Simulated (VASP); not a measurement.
Write the native input for VASP 6.6.1 that does the following.

```yaml
Task: single point
Functional: r2SCAN
Potentials_or_basis: VASP PAW PBE potentials, release 64 (Ru_pv)
Cutoff: 520 eV
k_mesh: 13 × 8 × 15
Occupations: gaussian, width 0.1 eV
Spin: no spin polarisation
Dipole_correction: no
Further_INCAR_settings: ALGO = Normal; EDIFF = 1e-06; NBANDS = 21; ISYM = 0
```

Ru:

```
Ru
1.0
     2.70235    0.00000    0.00000
     0.00000    4.26597    0.00000
     1.35117    0.00000    2.34030
Ru
2
Direct
  0.33333 0.75000 0.33333
  0.66667 0.25000 0.66667
```

One way to write it, as run:

POSCAR

```
Ru
1.0
    2.7023482466      0.0000000000      0.0000000000
    0.0000000000      4.2659655348      0.0000000000
    1.3511741233      0.0000000000      2.3403022314
Ru
2
Direct
    0.3333333333      0.7500000000      0.3333333333
    0.6666666667      0.2500000000      0.6666666667
```

INCAR.step1

```
ALGO = Normal ; EDIFF = 1E-4
ENCUT = 520 ; GGA = PE
ISMEAR = 0 ; ISYM = 0
LASPH = T ; LCHARG = F
LREAL = F ; LWAVE = T
NBANDS = 21 ; NELM = 80
PREC = Accurate ; SIGMA = 0.1
```

INCAR.step2

```
ALGO = Normal ; EDIFF = 1E-6
ENCUT = 520 ; ISIF = 2
ISMEAR = 0 ; ISTART = 1
ISYM = 0 ; LASPH = T
LCHARG = F ; LMIXTAU = T
LREAL = F ; LWAVE = F
METAGGA = R2SCAN ; NBANDS = 21
NELM = 80 ; PREC = Accurate
SIGMA = 0.1
```

KPOINTS

```
k-points
0
Gamma
  13 8 15
```

Potentials or basis: VASP PAW PBE potentials, release 64 (Ru_pv).

Launch:

```bash
$ cat potpaw_PBE.64/Ru_pv/POTCAR > POTCAR
$ cp INCAR.step1 INCAR
$ mpirun -np 1 vasp_std > vasp.out
$ cp INCAR.step2 INCAR
$ mpirun -np 1 vasp_std > vasp.out
```

Results of the run:

```yaml
Pressure: 1.5 GPa
Largest_force: 0.039 eV/Å
Band_gap_on_the_k_mesh: zero (bands 14 and 15 overlap by 3.26 eV)
```

Caveat: the PAW data sets were made with another functional, which shifts forces and pressure a little.

Wall time 22 min on 1 thread of Intel Xeon 8259CL, with other jobs on the host, peak memory 0.43 GiB.
